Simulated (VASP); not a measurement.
# Al2SbP3 (R-3m) in VASP: a series of runs

The runs below take Al2SbP3 through single point, relaxation of cell and atoms, with PBEsol, r2SCAN+rVV10.

All numbers are computed with VASP 6.6.1; they aren't measurements. Logs are shortened: lines on timing, memory, paths and dates and some standing lists are left out, and cuts for length are marked.

**1. The cell of the first run**

Symmetry: R-3m, No. 166, trigonal system. Conventional cell: a = 5.070 Å, b = 5.070 Å, c = 14.857 Å, α = 90.00°, β = 90.00°, γ = 120.00°. Within 3.7 Å of Al (site symmetry 3m) lie 4 Al at 2.75 to 3.66 Å and 6 P at 2.88 Å and 3 Sb at 3.13 Å. Within 3.8 Å of Sb (site symmetry -3m) lie 6 P at 2.88 Å and 6 Al at 3.13 Å. Within 3.3 Å of P (site symmetry 2/m) lie 4 P at 2.54 Å and 2 Sb at 2.88 Å and 4 Al at 2.88 Å.

**2. Single point, PBEsol**

File INCAR:

```
ALGO     = Normal         # electronic algorithm
EDIFF    = 1E-7           # SCF threshold, eV
ENCUT    = 520            # plane-wave cutoff, eV
GGA      = PS             # functional
ISIF     = 2              # what is computed and relaxed
ISMEAR   = -1             # smearing method
LASPH    = True           # aspherical terms in the spheres
LCHARG   = True           # write CHGCAR
LELF     = True           # ELF
LREAL    = False          # projectors in reciprocal space
LVHAR    = True         
LWAVE    = False          # write WAVECAR
NBANDS   = 22             # bands
NELM     = 100            # most SCF steps
PREC     = Accurate       # precision mode
SIGMA    = 0.03           # smearing width, eV
```

File KPOINTS:

```
k-points
0
Gamma
  4 4 4
```

File POSCAR:

```
Al2SbP3
1.0
    2.5351747297      1.4636838109      4.9521764385
   -2.5351747297      1.4636838109      4.9521764385
    0.0000000000     -2.9273676270      4.9521764369
Al Sb P
2 1 3
Direct
    0.5925341377      0.5925341377      0.5925341377
    0.4074658623      0.4074658623      0.4074658623
    0.0000000000      0.0000000000      0.0000000000
    0.0000000000      0.5000000000      0.0000000000
    0.5000000000      0.0000000000      0.0000000000
    0.0000000000      0.0000000000      0.5000000000
```

Potentials or basis: VASP PAW PBE potentials, release 64 (Al, Sb, P).

On the command line:

```bash
$ cat potpaw_PBE.64/Al/POTCAR potpaw_PBE.64/Sb/POTCAR potpaw_PBE.64/P/POTCAR > POTCAR
$ mpirun -np 1 vasp_std > vasp.out
```

OUTCAR:

```text
EDIFF = 1E-7
   ENCUT = 520
   GGA = PS
   ISIF = 2
   ISMEAR = -1
   LASPH = True
   LREAL = False
   NELM = 100
   PREC = Accurate

 ion  position               nearest neighbor table
   1  0.593  0.593  0.593-   2 2.75   4 2.88   5 2.88   6 2.88   6 2.88   4 2.88   5 2.88   3 3.13
                             3 3.13   3 3.13
   2  0.407  0.407  0.407-   1 2.75   5 2.88   4 2.88   6 2.88   6 2.88   4 2.88   5 2.88   3 3.13
                             3 3.13   3 3.13
   3  0.000  0.000  0.000-   6 2.88   6 2.88   4 2.88   5 2.88   4 2.88   5 2.88   2 3.13   1 3.13
                             2 3.13   1 3.13   2 3.13   1 3.13
   4  0.000  0.500  0.000-   6 2.54   6 2.54   5 2.54   5 2.54   3 2.88   3 2.88   2 2.88   1 2.88
                             2 2.88   1 2.88
   5  0.500  0.000  0.000-   6 2.54   6 2.54   4 2.54   4 2.54   3 2.88   3 2.88   2 2.88   1 2.88
                             1 2.88   2 2.88
   6  0.000  0.000  0.500-   4 2.54   5 2.54   4 2.54   5 2.54   3 2.88   3 2.88   2 2.88   1 2.88
                             2 2.88   1 2.88

  LATTYP: Found a trigonal (rhomboedric) cell.
 ALAT       =     5.7526978616
 COS(alpha) =     0.6115790374

  Lattice vectors:

 A1 = (   2.5351747297,   1.4636838109,   4.9521764385)
 A2 = (  -2.5351747297,   1.4636838109,   4.9521764385)
 A3 = (   0.0000000000,  -2.9273676270,   4.9521764369)

Analysis of symmetry for initial positions (statically):
=====================================================================
 Subroutine PRICEL returns:
 Original cell was already a primitive cell.

 Routine SETGRP: Setting up the symmetry group for a
 trigonal (rhombohedral) supercell.

 Subroutine GETGRP returns: Found 12 space group operations
 (whereof 12 operations were pure point group operations)
 out of a pool of 12 trial point group operations.

The static configuration has the point symmetry D_3d.

Analysis of symmetry for dynamics (positions and initial velocities):
=====================================================================
 Subroutine PRICEL returns:
 Original cell was already a primitive cell.

 Routine SETGRP: Setting up the symmetry group for a
 trigonal (rhombohedral) supercell.

 Subroutine GETGRP returns: Found 12 space group operations
 (whereof 12 operations were pure point group operations)
 out of a pool of 12 trial point group operations.

The dynamic configuration has the point symmetry D_3d.

[... 94 lines left out ...]
   EDIFF  = 0.1E-06   stopping-criterion for ELM
   LREAL  =      F    real-space projection
   EDIFFG = 0.1E-05   stopping-criterion for IOM
   NSW    =      0    number of steps for IOM
   IBRION =     -1    ionic relax: 0-MD 1-quasi-New 2-CG
   NFREE  =      0    steps in history (QN), initial steepest desc. (CG)
   ISIF   =      2    stress and relaxation
   ISYM   =      2    0-nonsym 1-usesym 2-fastsym
   POTIM  = 0.5000    time-step for ionic-motion
   TEBEG  =    0.0;   TEEND  =   0.0 temperature during run
   PSTRESS=    0.0 pullay stress
   NELECT =      26.0000    total number of electrons
   NUPDOWN=      -1.0000    fix difference up-down
   EMIN   =  10.00;   EMAX   =-10.00  energy-range for DOS
   EFERMI =   0.00;   METHOD = LEGACY
   ISMEAR =    -1;   SIGMA  =   0.03  broadening in eV -4-tet -1-fermi 0-gaus
   EFERMI_NEDOS =   21; number of points for ismear=-14 and -15
   IALGO  =     38    algorithm
   IMIX   =      4    mixing-type and parameters
     AMIX     =   0.40;   BMIX     =  1.00
     AMIX_MAG =   1.60;   BMIX_MAG =  1.00
  volume/ion in A,a.u.               =      18.38       124.01
  Fermi-wavevector in a.u.,A,eV,Ry     =   1.011421  1.911308 13.918372  1.022972
  Thomas-Fermi vector in A             =   2.144469
   LORBIT       =      0    0 simple, 1 ext, 2 COOP (PROOUT), +10 PAW based schemes
   GGA     = PS    functional components
   LHFCALC =     F    Hartree Fock is set to
   AEXX    =    0.0000 exact exchange contribution
   IVDW    =     0    specifies the selected vdW correction
   LEPSILON=     F    determine dielectric tensor
   LRPA    =     F    only Hartree local field effects (RPA)
 non-spin polarized calculation
  energy-cutoff  :      520.00
  volume of cell :      110.26
 maximum number of plane-waves:      2983
 NGX is ok and might be reduce to    48
   NGX = 21   NGY = 21   NGZ = 21

 number of electron      26.0000001 magnetization

 Free energy of the ion-electron system (eV)
  ---------------------------------------------------
  ext. energy  EPLUGINS =         0.00000000
  ---------------------------------------------------
  free energy    TOTEN  =       -28.02256309 eV

  energy without entropy =      -28.01430964  energy(sigma->0) =      -28.01843636

 E-fermi :   8.2050     XC(G=0): -10.4679

 val. band max:        8.1922170679   @ k =   0.5000   0.5000  -0.0000
 cond. band min:       8.2424552728   @ k =   0.2500   0.2500  -0.0000
 fundamental gap:      0.0502382049
 Fermi energy:         8.2049767587

 k-point     1 :       0.0000    0.0000    0.0000
  band No.  band energies     occupation
      1      -6.7313      2.00000
      2      -0.8565      2.00000
      3      -0.2166      2.00000
      4      -0.2166      2.00000
      5       0.0139      2.00000
      6       1.9126      2.00000
[... 314 lines left out ...]
     21      11.8147      0.00000
     22      12.7016      0.00000

------------------------ aborting loop because EDIFF is reached ----------------------------------------

  FORCE on cell =-STRESS in cart. coord.  units (eV):
  Direction    XX          YY          ZZ          XY          YZ          ZX
  --------------------------------------------------------------------------------------
  -------------------------------------------------------------------------------------
  Total        0.0701865      0.0701865      0.0352073      0.0000000      0.0000000      0.0000000
  in kB        1.0199088      1.0199088      0.5116122      0.0000000      0.0000000      0.0000000
  external PRESSURE =       0.8504766 kB  Pullay stress =       0.0000000 kB

 VOLUME and BASIS-vectors are now :
 -----------------------------------------------------------------------------
  energy-cutoff  :      520.00
  volume of cell :      110.26
      direct lattice vectors                 reciprocal lattice vectors
     2.535174730  1.463683811  4.952176439     0.197225065  0.113867944  0.067310472
    -2.535174730  1.463683811  4.952176439    -0.197225065  0.113867944  0.067310472
     0.000000000 -2.927367627  4.952176437     0.000000000 -0.227735888  0.067310472

 POSITION                                       TOTAL-FORCE (eV/Angst)
 -----------------------------------------------------------------------------------
      0.00000     -0.00000      8.80300        -0.000000      0.000000     -0.002240
      0.00000     -0.00000      6.05353        -0.000000     -0.000000      0.002240
      0.00000      0.00000      0.00000        -0.000000     -0.000000      0.000000
     -1.26759      0.73184      2.47609         0.000000     -0.000000      0.000000
      1.26759      0.73184      2.47609        -0.000000      0.000000      0.000000
      0.00000     -1.46368      2.47609         0.000000      0.000000      0.000000
 -----------------------------------------------------------------------------------
    total drift:                               -0.000000     -0.000000      0.000000

  FREE ENERGIE OF THE ION-ELECTRON SYSTEM (eV)
  ---------------------------------------------------
  free  energy   TOTEN  =       -28.0225630857 eV

  energy  without entropy=      -28.0143096409  energy(sigma->0) =      -28.01843636
```

Run time: 73 s. Hardware: 1 thread of Intel Xeon Platinum 8259CL at 2.50GHz (Skylake/Cascade Lake), shared host; peak memory 0.31 GiB.

What came out:

```
Free energy            : -28.0226 eV
Pressure               : 0.1 GPa
Band gap on the k mesh : zero (bands 13 and 14 overlap by 1.72 eV)
```

Forces on the atoms (eV/Å):
```
Al   0.000  0.000 -0.002
Al   0.000  0.000  0.002
Sb   0.000  0.000  0.000
P    0.000  0.000  0.000
P    0.000  0.000  0.000
P    0.000  0.000  0.000
```

Caveat: the k points lie up to 0.37 Å⁻¹ apart, too coarse for converged energies and pressures of a metal; the PAW data sets were made with another functional, which shifts forces and pressure a little; spin-orbit coupling is left out, which moves the levels of the heavy elements.

(Part 1 of 2 ends here.)

The gap in the log of VASP goes by the Fermi energy; the results here count the filled bands.